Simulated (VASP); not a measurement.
# Ta4O (P4/mmm) in VASP: a series of runs, part 2 of 2

VASP 6.6.1.

## 3. Single point, PBEsol+U

INCAR reads:

```
SYSTEM = Ta4O
PREC = Accurate
ENCUT = 700
EDIFF = 1E-6
ISMEAR = -1
SIGMA = 0.05
LREAL = .FALSE.
LASPH = .TRUE.
NELM = 200
ALGO = Normal
ISIF = 2
LWAVE = .FALSE.
LCHARG = .FALSE.
LMAXMIX = 4
LDAU = .TRUE.
LDAUTYPE = 2
LDAUL = 2 -1
LDAUU = 6 0
LDAUJ = 0 0
LDAUPRINT = 1
GGA = PS
NBANDS = 37
GGA_COMPAT = .FALSE.
```

KPOINTS reads:

```
Automatic mesh
0
G
  8 8 4
  0 0 0
```

POSCAR reads:

```
Ta4O
1.0
    3.2574970000      0.0000000000      0.0000000000
    0.0000000000      3.2574970000      0.0000000000
    0.0000000000      0.0000000000      7.4093410000
Ta O
4 1
Direct
    0.0000000000      0.0000000000      0.0000000000
    0.5000000000      0.5000000000      0.2168420000
    0.5000000000      0.5000000000      0.7831580000
    0.0000000000      0.0000000000      0.5000000000
    0.5000000000      0.5000000000      0.5000000000
```

Potentials or basis: VASP PAW PBE potentials, release 64 (Ta_sv_GW, O).

Run with:

```sh
cat potpaw_PBE.64/Ta_sv_GW/POTCAR potpaw_PBE.64/O/POTCAR > POTCAR
mpirun -np 1 vasp_std > vasp.out
```

Run time: 3.4 min. Hardware: 1 thread of AMD EPYC 7R13 (Zen 3), shared host; peak memory 0.29 GiB.

Results (log left out):

* Free energy: -47.9092 eV
* Pressure: 10.8 GPa
* Largest force: 0.727 eV/Å
* Band gap on the k mesh: zero (bands 29 and 30 overlap by 0.78 eV)

Forces on the atoms (eV/Å):
```
Ta   0.000  0.000  0.000
Ta   0.000  0.000  0.727
Ta   0.000  0.000 -0.727
Ta   0.000  0.000  0.000
O    0.000  0.000  0.000
```

Stress tensor (GPa, compression positive):
```
11.77  0.00  0.00
 0.00 11.77  0.00
 0.00  0.00  8.78
```

Levels at points of the mesh, in eV from the Fermi level:
```csv
k point,band 27,band 28,band 29,band 30,band 31,band 32
"(0.00, 0.00, 0.00)",-0.44,-0.40,-0.40,1.01,1.05,1.05
"(0.50, 0.00, 0.00)",-0.83,-0.68,0.10,0.89,1.02,1.22
"(0.50, 0.50, 0.00)",-1.64,-0.84,-0.84,2.13,2.13,2.55
"(0.00, 0.00, 0.50)",-0.50,-0.27,-0.02,0.84,0.84,1.27
"(0.50, 0.00, 0.50)",-1.04,-0.86,-0.40,1.12,1.42,1.87
"(0.50, 0.50, 0.50)",-1.71,-0.41,-0.41,1.65,1.65,2.50
```

Eigenvalues of the final occupation matrices:
```csv
site,spin,trace,eigenvalues
site 1 d,1,1.14,0.13 0.16 0.28 0.28 0.29
site 1 d,2,1.14,0.13 0.16 0.28 0.28 0.29
site 2 d,1,1.05,0.17 0.19 0.23 0.23 0.24
site 2 d,2,1.05,0.17 0.19 0.23 0.23 0.24
site 3 d,1,1.05,0.17 0.19 0.23 0.23 0.24
site 3 d,2,1.05,0.17 0.19 0.23 0.23 0.24
site 4 d,1,1.07,0.09 0.12 0.22 0.32 0.32
site 4 d,2,1.07,0.09 0.12 0.22 0.32 0.32
```

Caveat: the cell stands under pressure; the PAW data sets were made with another functional, which shifts forces and pressure a little; spin-orbit coupling is left out, which moves the levels of the heavy elements; U without spin polarisation on a metal has little footing.

## 4. Single point, PBEsol+U

INCAR reads:

```
ALGO = Normal
EDIFF = 1E-6
ENCUT = 1340
GGA = PS
GGA_COMPAT = False
ISIF = 2
ISMEAR = -1
LASPH = True
LCHARG = False
LDAU = True
LDAUJ = 0 0
LDAUL = 2 -1
LDAUPRINT = 1
LDAUTYPE = 2
LDAUU = 1 0
LMAXMIX = 4
LREAL = False
LWAVE = False
NBANDS = 37
NELM = 200
PREC = Accurate
SIGMA = 0.05
```

KPOINTS reads:

```
k-points
0
Gamma
  8 8 4
```

POSCAR is that of step 3.

Potentials or basis: VASP PAW PBE potentials, release 64 (Ta_sv_GW, O_h).

Run with:

```sh
cat potpaw_PBE.64/Ta_sv_GW/POTCAR potpaw_PBE.64/O_h/POTCAR > POTCAR
mpirun -np 1 vasp_std > vasp.out
```

OUTCAR:

```text
EDIFF = 1E-6
   ENCUT = 1340
   GGA = PS
   ISIF = 2
   ISMEAR = -1
   LASPH = True
   LREAL = False
   NELM = 200
   PREC = Accurate

 ion  position               nearest neighbor table
   1  0.000  0.000  0.000-   2 2.81   3 2.81   2 2.81   3 2.81   2 2.81   3 2.81   2 2.81   3 2.81

   2  0.500  0.500  0.217-   5 2.10   1 2.81   1 2.81   1 2.81   1 2.81   4 3.12   4 3.12   4 3.12
                             4 3.12   3 3.21
[... 1304 lines left out ...]
  Direction    XX          YY          ZZ          XY          YZ          ZX
  --------------------------------------------------------------------------------------
  -------------------------------------------------------------------------------------
  Total       -2.4431622     -2.4431622     -2.9223371      0.0000000      0.0000000      0.0000000
  in kB      -49.7869191    -49.7869191    -59.5515764      0.0000000      0.0000000      0.0000000
  external PRESSURE =     -53.0418048 kB  Pullay stress =       0.0000000 kB

 VOLUME and BASIS-vectors are now :
 -----------------------------------------------------------------------------
  energy-cutoff  :     1340.00
  volume of cell :       78.62
      direct lattice vectors                 reciprocal lattice vectors
     3.257497000  0.000000000  0.000000000     0.306984166  0.000000000  0.000000000
     0.000000000  3.257497000  0.000000000     0.000000000  0.306984166  0.000000000
     0.000000000  0.000000000  7.409341000     0.000000000  0.000000000  0.134964769

 POSITION                                       TOTAL-FORCE (eV/Angst)
 -----------------------------------------------------------------------------------
      0.00000      0.00000      0.00000         0.000000      0.000000     -0.000000
      1.62875      1.62875      1.60666        -0.000000      0.000000      0.109261
      1.62875      1.62875      5.80268         0.000000     -0.000000     -0.109261
      0.00000      0.00000      3.70467         0.000000      0.000000     -0.000000
      1.62875      1.62875      3.70467         0.000000      0.000000     -0.000000
 -----------------------------------------------------------------------------------
    total drift:                                0.000000     -0.000000      0.000000

  FREE ENERGIE OF THE ION-ELECTRON SYSTEM (eV)
  ---------------------------------------------------
  free  energy   TOTEN  =       -65.0075094489 eV

  energy  without entropy=      -64.9898954199  energy(sigma->0) =      -64.99870243
```

stdout:

```text
POSCAR found type information on POSCAR TaO
 POSCAR found :  2 types and       5 ions
 scaLAPACK will be used
 -----------------------------------------------------------------------------
|                                                                             |
|                                                                             |
|     You enforced a specific xc type in the INCAR file but a different       |
|     I HOPE YOU KNOW WHAT YOU ARE DOING!                                     |
|                                                                             |
 -----------------------------------------------------------------------------

 LDA part: xc-table for (Slater+PW92), standard interpolation
 POSCAR, INCAR and KPOINTS ok, starting setup
 FFT: planning ... GRIDC
 FFT: planning ... GRID_SOFT
 FFT: planning ... GRID
 WAVECAR not read
 entering main loop
```

Run time: 7.1 min. Hardware: 1 thread of AMD EPYC 9R45 (Zen 5), shared host; peak memory 0.62 GiB.

Results:

```yaml
Free_energy: -65.0075 eV
Pressure: -5.3 GPa
Largest_force: 0.109 eV/Å
Band_gap_on_the_k_mesh: zero (bands 29 and 30 overlap by 0.81 eV)
```

Forces in eV/Å, atoms in the order of the input:
```
Ta   0.000  0.000  0.000
Ta   0.000  0.000  0.109
Ta   0.000  0.000 -0.109
Ta   0.000  0.000  0.000
O    0.000  0.000  0.000
```

Eigenvalues of the final occupation matrices:
| site | spin | trace | eigenvalues |
| --- | --- | --- | --- |
| site 1 d | 1 | 1.22 | 0.16 0.18 0.29 0.29 0.30 |
| site 1 d | 2 | 1.22 | 0.16 0.18 0.29 0.29 0.30 |
| site 2 d | 1 | 1.16 | 0.20 0.21 0.25 0.25 0.25 |
| site 2 d | 2 | 1.16 | 0.20 0.21 0.25 0.25 0.25 |
| site 3 d | 1 | 1.16 | 0.20 0.21 0.25 0.25 0.25 |
| site 3 d | 2 | 1.16 | 0.20 0.21 0.25 0.25 0.25 |
| site 4 d | 1 | 1.16 | 0.11 0.16 0.25 0.32 0.32 |
| site 4 d | 2 | 1.16 | 0.11 0.16 0.25 0.32 0.32 |

Caveat: the cell stands under tension; the PAW data sets were made with another functional, which shifts forces and pressure a little; spin-orbit coupling is left out, which moves the levels of the heavy elements; U without spin polarisation on a metal has little footing.

## 5. Summary

```csv
potentials or basis,U,cutoff (eV),gap on the mesh (eV),pressure (GPa),largest force (eV/Å)
"VASP PAW PBE potentials, release 64 (Ta_sv_GW, O)",Ta d U = 8.0 eV,700,none,17.9,1.01
"VASP PAW PBE potentials, release 64 (Ta_sv_GW, O)",Ta d U = 6.0 eV,700,none,10.8,0.73
"VASP PAW PBE potentials, release 64 (Ta_sv_GW, O_h)",Ta d U = 1.0 eV,1340,none,-5.3,0.11
```

Alike in all rows: task single point; level PBEsol+U; no spin polarisation; cell as given; k mesh 8 × 8 × 4; smearing fermi-dirac 0.05 eV.

Caveats: the PAW data sets were made with another functional, which shifts forces and pressure a little; spin-orbit coupling is left out, which moves the levels of the heavy elements; U without spin polarisation on a metal has little footing; the cell stands under pressure (at least some runs); the cell stands under tension (at least some runs).

Total energies depend on the potentials used, so only differences within one code and one set of settings carry meaning.
